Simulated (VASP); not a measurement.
# P (Cmce) in VASP: notebook

P is run at these levels: LDA, r2SCAN, RPBE, PBE; tasks: single point.

Everything below comes from runs of VASP 6.6.1. Logs are shortened: lines on timing, memory, paths and dates and some standing lists are left out, and cuts for length are marked.

## (1) The cell of the first run

The structure is orthorhombic, space group Cmce (No. 64). Conventional cell: a = 3.339 Å, b = 11.074 Å, c = 4.603 Å, α = 90.00°, β = 90.00°, γ = 90.00°. P (site symmetry m) has 3 P at 2.23 to 2.28 Å within 3.0 Å.

## (2) Single point, LDA

INCAR reads:

```
ALGO = Normal
EDIFF = 1E-7
ENCUT = 520
ISIF = 2
ISMEAR = -1
LASPH = T
LCHARG = F
LREAL = F
LWAVE = F
NBANDS = 18
NELM = 80
PREC = Accurate
SIGMA = 0.05
```

KPOINTS reads:

```
k-points
0
Gamma
  8 8 6
```

POSCAR reads:

```
P
1.0
    1.6694264413     -5.5369543634      0.0000000000
    1.6694264413      5.5369543634      0.0000000000
    0.0000000000      0.0000000000      4.6034271255
P
4
Direct
    0.9041431300      0.0958568700      0.5888151700
    0.0958568700      0.9041431300      0.4111848300
    0.5958568700      0.4041431300      0.0888151700
    0.4041431300      0.5958568700      0.9111848300
```

Potentials or basis: VASP PAW LDA potentials, release 64 (P).

The run is started by

```sh
cat potpaw_LDA.64/P/POTCAR > POTCAR
mpirun -np 1 vasp_std > vasp.out
```

OUTCAR:

```text
EDIFF = 1E-7
   ENCUT = 520
   ISIF = 2
   ISMEAR = -1
   LASPH = T
   LREAL = F
   NELM = 80
   PREC = Accurate

 ion  position               nearest neighbor table
   1  0.904  0.096  0.589-   4 2.23   4 2.23   2 2.28
   2  0.096  0.904  0.411-   3 2.23   3 2.23   1 2.28
   3  0.596  0.404  0.089-   2 2.23   2 2.23   4 2.28
   4  0.404  0.596  0.911-   1 2.23   1 2.23   3 2.28

  LATTYP: Found a base centered orthorhombic cell.
 ALAT       =     3.3388528826
 B/A-ratio  =     3.3166806434
 C/A-ratio  =     1.3787451222

  Lattice vectors:

 A1 = (   1.6694264413,  -5.5369543634,   0.0000000000)
 A2 = (   1.6694264413,   5.5369543634,   0.0000000000)
 A3 = (   0.0000000000,   0.0000000000,   4.6034271255)

Analysis of symmetry for initial positions (statically):
=====================================================================
 Subroutine PRICEL returns:
 Original cell was already a primitive cell.

 Routine SETGRP: Setting up the symmetry group for a
 base centered orthorhombic supercell.

 Subroutine GETGRP returns: Found  8 space group operations
 (whereof  4 operations were pure point group operations)
 out of a pool of  8 trial point group operations.

The static configuration has the point symmetry C_2h.
 The point group associated with its full space group is D_2h.

Analysis of symmetry for dynamics (positions and initial velocities):
=====================================================================
 Subroutine PRICEL returns:
 Original cell was already a primitive cell.

 Routine SETGRP: Setting up the symmetry group for a
 base centered orthorhombic supercell.

 Subroutine GETGRP returns: Found  8 space group operations
 (whereof  4 operations were pure point group operations)
 out of a pool of  8 trial point group operations.

The dynamic configuration has the point symmetry C_2h.
 The point group associated with its full space group is D_2h.

 Subroutine INISYM returns: Found  8 space group operations
 (whereof  4 operations are pure point group operations),
 and found     1 'primitive' translations

----------------------------------------------------------------------------------------

                                     Primitive cell

[... 84 lines left out ...]
 SYSTEM =  unknown system
   PREC   = accura    normal or accurate (medium, high low for compatibility)
   ISTART =      0    job   : 0-new  1-cont  2-samecut
   ICHARG =      2    charge: 1-file 2-atom 10-const
   ISPIN  =      1    spin polarized calculation?
   LNONCOLLINEAR =      F non collinear calculations
   LSORBIT =      F    spin-orbit coupling
   LASPH  =      T    aspherical Exc in radial PAW
   ENCUT  =  520.0 eV  38.22 Ry    6.18 a.u.  10.75 10.75  8.56*2*pi/ulx,y,z
   NELM   =     80;   NELMIN=  2; NELMDL= -5     # of ELM steps
   EDIFF  = 0.1E-06   stopping-criterion for ELM
   LREAL  =      F    real-space projection
   EDIFFG = 0.1E-05   stopping-criterion for IOM
   NSW    =      0    number of steps for IOM
   IBRION =     -1    ionic relax: 0-MD 1-quasi-New 2-CG
   NFREE  =      0    steps in history (QN), initial steepest desc. (CG)
   ISIF   =      2    stress and relaxation
   ISYM   =      2    0-nonsym 1-usesym 2-fastsym
   POTIM  = 0.5000    time-step for ionic-motion
   TEBEG  =    0.0;   TEEND  =   0.0 temperature during run
   PSTRESS=    0.0 pullay stress
   NELECT =      20.0000    total number of electrons
   NUPDOWN=      -1.0000    fix difference up-down
   EMIN   =  10.00;   EMAX   =-10.00  energy-range for DOS
   EFERMI =   0.00;   METHOD = LEGACY
   ISMEAR =    -1;   SIGMA  =   0.05  broadening in eV -4-tet -1-fermi 0-gaus
   EFERMI_NEDOS =   21; number of points for ismear=-14 and -15
   IALGO  =     38    algorithm
   IMIX   =      4    mixing-type and parameters
     AMIX     =   0.40;   BMIX     =  1.00
     AMIX_MAG =   1.60;   BMIX_MAG =  1.00
  volume/ion in A,a.u.               =      21.28       143.58
  Fermi-wavevector in a.u.,A,eV,Ry     =   1.010264  1.909123 13.886567  1.020634
  Thomas-Fermi vector in A             =   2.143243
   LORBIT       =      0    0 simple, 1 ext, 2 COOP (PROOUT), +10 PAW based schemes
   GGA     = CA    functional components
   LHFCALC =     F    Hartree Fock is set to
   AEXX    =    0.0000 exact exchange contribution
   IVDW    =     0    specifies the selected vdW correction
   LEPSILON=     F    determine dielectric tensor
   LRPA    =     F    only Hartree local field effects (RPA)
 non-spin polarized calculation
  energy-cutoff  :      520.00
  volume of cell :       85.10
 maximum number of plane-waves:      2310
 NGX is ok and might be reduce to    48
   NGX = 21   NGY = 21   NGZ = 17

 number of electron      19.9999999 magnetization

 Free energy of the ion-electron system (eV)
  ---------------------------------------------------
  ext. energy  EPLUGINS =         0.00000000
  ---------------------------------------------------
  free energy    TOTEN  =       -23.90701701 eV

  energy without entropy =      -23.90647843  energy(sigma->0) =      -23.90674772

 E-fermi :   5.3882     XC(G=0):  -9.5201

 val. band max:        5.3638357743   @ k =   0.5000   0.5000   0.0000
 cond. band min:       5.4165431771   @ k =   0.5000   0.5000   0.0000
 fundamental gap:      0.0527074028
 Fermi energy:         5.3882199480

 k-point     1 :       0.0000    0.0000    0.0000
  band No.  band energies     occupation
      1     -10.0951      2.00000
      2      -7.4610      2.00000
      3      -4.2998      2.00000
      4      -1.1990      2.00000
      5       0.3211      2.00000
      6       0.6413      2.00000
[... 481 lines left out ...]
      5      -0.7048      2.00000
      6      -0.3076      2.00000
[... 10 lines left out ...]
     17      10.7808      0.00000
     18      11.9929      0.00000

 [... further k-points ...]
[... 5 lines left out ...]
  --------------------------------------------------------------------------------------
  -------------------------------------------------------------------------------------
  Total       -3.2550226     -2.0467433     -2.4701719      0.0000000     -0.0000000      0.0000000
  in kB      -61.2794818    -38.5322588    -46.5037812      0.0000000     -0.0000000      0.0000000
  external PRESSURE =     -48.7718406 kB  Pullay stress =       0.0000000 kB

 VOLUME and BASIS-vectors are now :
 -----------------------------------------------------------------------------
  energy-cutoff  :      520.00
  volume of cell :       85.10
      direct lattice vectors                 reciprocal lattice vectors
     1.669426441 -5.536954363  0.000000000     0.299504062 -0.090302352  0.000000000
     1.669426441  5.536954363  0.000000000     0.299504062  0.090302352  0.000000000
     0.000000000  0.000000000  4.603427125     0.000000000  0.000000000  0.217229462

 POSITION                                       TOTAL-FORCE (eV/Angst)
 -----------------------------------------------------------------------------------
      1.66943     -4.47544      2.71057         0.000000     -0.204960      0.046041
      1.66943      4.47544      1.89286         0.000000      0.204960     -0.046041
      1.66943     -1.06151      0.40885         0.000000      0.204960      0.046041
      1.66943      1.06151      4.19457         0.000000     -0.204960     -0.046041
 -----------------------------------------------------------------------------------
    total drift:                                0.000000      0.000000      0.000000

  FREE ENERGIE OF THE ION-ELECTRON SYSTEM (eV)
  ---------------------------------------------------
  free  energy   TOTEN  =       -23.9070170078 eV

  energy  without entropy=      -23.9064784343  energy(sigma->0) =      -23.90674772
```

stdout:

```text
POSCAR found type information on POSCAR P
 POSCAR found :  1 types and       4 ions
 scaLAPACK will be used
 LDA part: xc-table for (Slater(with rela. corr.)+CA(PZ))
 , standard interpolation
 POSCAR, INCAR and KPOINTS ok, starting setup
 FFT: planning ... GRIDC
 FFT: planning ... GRID_SOFT
 FFT: planning ... GRID
 WAVECAR not read
 entering main loop
```

Run time: 74 s. Hardware: 1 thread of Intel Xeon 6975P-C (Granite Rapids), shared host; peak memory 0.25 GiB.

Results:

| Property | Result |
| --- | --- |
| Free energy | -23.9070 eV |
| Pressure | -4.9 GPa |
| Largest force | 0.210 eV/Å |
| Band gap on the k mesh | 0.05 eV, direct |

Forces in eV/Å, atoms in the order of the input:
```
P    0.000 -0.205  0.046
P    0.000  0.205 -0.046
P    0.000  0.205  0.046
P    0.000 -0.205 -0.046
```

## (3) Single point, LDA

This run uses another cell than the first one, of 21.69 Å³/atom, 1.019 times its volume.

INCAR reads:

```
SYSTEM = P
  ALGO = Normal
  EDIFF = 1E-7
  ENCUT = 520
  GGA = CA
  ISIF = 2
  ISMEAR = -1
  LASPH = .TRUE.
  LCHARG = .FALSE.
  LREAL = .FALSE.
  LWAVE = .FALSE.
  NBANDS = 18
  NELM = 60
  PREC = Accurate
  SIGMA = 0.05
```

KPOINTS reads:

```
k-points
0
G
  8 8 6
  0 0 0
```

POSCAR reads:

```
P
1.0
    1.6800600174     -5.5722225395      0.0000000000
    1.6800600174      5.5722225395      0.0000000000
    0.0000000000      0.0000000000      4.6327491080
P
4
Direct
    0.9041431300      0.0958568700      0.5888151700
    0.0958568700      0.9041431300      0.4111848300
    0.5958568700      0.4041431300      0.0888151700
    0.4041431300      0.5958568700      0.9111848300
```

Potentials or basis: VASP PAW LDA potentials, release 64 (P).

The run is started by

```sh
cat potpaw_LDA.64/P/POTCAR > POTCAR
mpirun -np 1 vasp_std > vasp.out
```

It took 82 s on 1 thread of Intel Xeon 6975P-C (Granite Rapids), shared host; peak memory 0.26 GiB.

Results (log left out):

```
Free energy            : -23.8520 eV
Pressure               : -5.9 GPa
Largest force          : 0.340 eV/Å
Band gap on the k mesh : 0.09 eV, direct
```

Forces on the atoms (eV/Å):
```
P    0.000 -0.312  0.136
P    0.000  0.312 -0.136
P    0.000  0.312  0.136
P    0.000 -0.312 -0.136
```

Stress tensor (GPa, compression positive):
```
-7.45  0.00  0.00
 0.00 -4.71  0.00
 0.00  0.00 -5.66
```

Levels at points of the mesh, in eV from the valence-band top:
| k point | band 7 | band 8 | band 9 | band 10 | band 11 | band 12 | band 13 | band 14 |
| --- | --- | --- | --- | --- | --- | --- | --- | --- |
| (0.00, 0.00, 0.00) | -3.88 | -2.64 | -2.47 | -1.13 | 0.57 | 0.98 | 1.73 | 2.66 |
| (0.50, 0.00, 0.00) | -3.23 | -3.23 | -2.54 | -2.54 | 0.59 | 0.59 | 1.45 | 1.45 |
| (0.50, 0.50, 0.00) | -3.97 | -2.33 | -1.49 | 0.00 | 0.09 | 0.76 | 1.88 | 2.56 |
| (0.00, 0.00, 0.50) | -3.13 | -3.13 | -1.60 | -1.60 | 1.20 | 1.20 | 2.77 | 2.77 |
| (0.50, 0.00, 0.50) | -5.12 | -5.12 | -1.73 | -1.73 | 1.59 | 1.59 | 3.27 | 3.27 |
| (0.50, 0.50, 0.50) | -2.68 | -2.68 | -1.94 | -1.94 | 1.27 | 1.27 | 2.34 | 2.34 |

A k mesh can miss the band edges.

## (4) Single point, r2SCAN

This run uses another cell than the first one, of 20.46 Å³/atom, 0.962 times its volume.

POSCAR reads:

```
P
1.0
    1.6477431241     -5.4650377251      0.0000000000
    1.6477431241      5.4650377251      0.0000000000
    0.0000000000      0.0000000000      4.5436355900
P
4
Direct
    0.9041431300      0.0958568700      0.5888151700
    0.0958568700      0.9041431300      0.4111848300
    0.5958568700      0.4041431300      0.0888151700
    0.4041431300      0.5958568700      0.9111848300
```

INCAR.step1 reads:

```
ALGO     = Normal         # electronic algorithm
EDIFF    = 1E-4           # SCF threshold, eV
ENCUT    = 520            # plane-wave cutoff, eV
GGA      = PE             # functional
ISMEAR   = -1             # smearing method
LASPH    = True           # aspherical terms in the spheres
LCHARG   = False          # write CHGCAR
LREAL    = False          # projectors in reciprocal space
LWAVE    = True           # write WAVECAR
NBANDS   = 18             # bands
NELM     = 60             # most SCF steps
PREC     = Accurate       # precision mode
SIGMA    = 0.05           # smearing width, eV
```

INCAR.step2 reads:

```
ALGO     = Normal         # electronic algorithm
EDIFF    = 1E-6           # SCF threshold, eV
ENCUT    = 520            # plane-wave cutoff, eV
ISIF     = 2              # what is computed and relaxed
ISMEAR   = -1             # smearing method
ISTART   = 1            
LASPH    = True           # aspherical terms in the spheres
LCHARG   = False          # write CHGCAR
LMIXTAU  = True         
LREAL    = False          # projectors in reciprocal space
LWAVE    = False          # write WAVECAR
METAGGA  = R2SCAN         # meta-GGA
NBANDS   = 18             # bands
NELM     = 60             # most SCF steps
PREC     = Accurate       # precision mode
SIGMA    = 0.05           # smearing width, eV
```

KPOINTS reads:

```
k-points
0
Gamma
  8 8 6
```

Potentials or basis: VASP PAW PBE potentials, release 64 (P).

The run is started by

```sh
cat potpaw_PBE.64/P/POTCAR > POTCAR
cp INCAR.step1 INCAR
mpirun -np 1 vasp_std > vasp.out
cp INCAR.step2 INCAR
mpirun -np 1 vasp_std > vasp.out
```

OUTCAR:

```text
EDIFF = 1E-6
   ENCUT = 520
   ISIF = 2
   ISMEAR = -1
   ISTART = 1
   LASPH = True
   LREAL = False
   METAGGA = R2SCAN
   NELM = 60
   PREC = Accurate

 ion  position               nearest neighbor table
   1  0.904  0.096  0.589-   4 2.20   4 2.20   2 2.25
   2  0.096  0.904  0.411-   3 2.20   3 2.20   1 2.25
   3  0.596  0.404  0.089-   2 2.20   2 2.20   4 2.25
   4  0.404  0.596  0.911-   1 2.20   1 2.20   3 2.25

  LATTYP: Found a base centered orthorhombic cell.
[... 705 lines left out ...]
  Direction    XX          YY          ZZ          XY          YZ          ZX
  --------------------------------------------------------------------------------------
  -------------------------------------------------------------------------------------
  Total       -0.0239213      0.0580214     -0.0093635      0.0000000      0.0000000      0.0000000
  in kB       -0.4683598      1.1360118     -0.1833293      0.0000000      0.0000000      0.0000000
  external PRESSURE =       0.1614409 kB  Pullay stress =       0.0000000 kB

 VOLUME and BASIS-vectors are now :
 -----------------------------------------------------------------------------
  energy-cutoff  :      520.00
  volume of cell :       81.83
      direct lattice vectors                 reciprocal lattice vectors
     1.647743124 -5.465037725  0.000000000     0.303445357 -0.091490677  0.000000000
     1.647743124  5.465037725  0.000000000     0.303445357  0.091490677  0.000000000
     0.000000000  0.000000000  4.543635590     0.000000000  0.000000000  0.220088073

 POSITION                                       TOTAL-FORCE (eV/Angst)
 -----------------------------------------------------------------------------------
      1.64774     -4.41731      2.67536         0.000000     -0.010227      0.005690
      1.64774      4.41731      1.86827         0.000000      0.010227     -0.005690
      1.64774     -1.04772      0.40354         0.000000      0.010227      0.005690
      1.64774      1.04772      4.14009         0.000000     -0.010227     -0.005690
 -----------------------------------------------------------------------------------
    total drift:                               -0.000000     -0.000000      0.000000

  FREE ENERGIE OF THE ION-ELECTRON SYSTEM (eV)
  ---------------------------------------------------
  free  energy   TOTEN  =       -35.9214110602 eV

  energy  without entropy=      -35.9212561488  energy(sigma->0) =      -35.92133360
```

Run time: 4.6 min. Hardware: 1 thread of Intel Xeon 6975P-C (Granite Rapids), shared host; peak memory 0.29 GiB.

Results:

| Quantity | Value |
| --- | --- |
| Free energy | -35.9214 eV |
| Pressure | 0.0 GPa |
| Largest force | 0.012 eV/Å |
| Band gap on the k mesh | 0.26 eV, direct |

Forces in eV/Å, atoms in the order of the input:
```
P    0.000 -0.010  0.006
P    0.000  0.010 -0.006
P    0.000  0.010  0.006
P    0.000 -0.010 -0.006
```

Stress tensor (GPa, compression positive):
```
-0.05  0.00  0.00
 0.00  0.11  0.00
 0.00  0.00 -0.02
```

Caveat: the PAW data sets were made with another functional, which shifts forces and pressure a little.

(Part 1 of 2 ends here.)
